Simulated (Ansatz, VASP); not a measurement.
# One calculation of C, two programs

The input INCAR:

```
PREC = Accurate
ENCUT = 520
EDIFF = 1E-7
ISMEAR = 0
SIGMA = 0.15
LREAL = F
LASPH = T
NELM = 100
ALGO = Normal
ISIF = 2
LWAVE = F
LCHARG = T
GGA = PS
LELF = T
LVHAR = T
NBANDS = 11
```

Contents of KPOINTS:

```
regular mesh
0
Gamma
  14 14 8
```

The input POSCAR:

```
C
1.0
    2.0690076618     -1.1946114035      0.0000000000
    2.0690076618      1.1946114035      0.0000000000
   -1.3412680726      0.0000000000      3.4068133181
C
2
Direct
    0.8333600000      0.8333600000      0.0000900000
    0.1666400000      0.1666400000      0.9999100000
```

Input for Ansatz:

```yaml
crystal:
  lattice:
    - [2.069007661791897, -1.1946114034680966, 0.0]
    - [2.069007661791897, 1.1946114034680966, 0.0]
    - [-1.3412680725736377, 0.0, 3.406813318144195]
  atoms:
    - { symbol: C, position: [0.83336, 0.83336, 9.0e-05] }
    - { symbol: C, position: [0.16664, 0.16664, 0.99991] }
basis:
  ecutwfc: 500.0
kpoints:
  mp_grid:
    grid: [14, 14, 8]
hamiltonian:
  xc: pbesol
scf:
  occupations:
    method: gaussian
    width: 0.15
output:
  stress: true
```

Alike in both runs: task single point; functional PBEsol; k mesh 14 × 14 × 8; occupations gaussian, width 0.15 eV; no spin polarisation.

|  | VASP | Ansatz |
| --- | --- | --- |
| version | VASP 6.6.1 | Ansatz 0.2.0 |
| potentials or method | VASP PAW PBE potentials, release 64 (C), cutoff 520 eV | plane waves, PAW |
| valence electrons in the cell | 8 | 8 |

Ansatz gave:

```
pressure (GPa)                                                : 27.2
traceless stress, the component that is largest in VASP (GPa) : -26.27
```

Task: What did VASP give for the same quantities?

Result: Pressure (GPa): 27.9; traceless stress, the component that is largest in VASP (GPa): -27.08.

VASP's potentials were made for PBE, not for PBEsol.
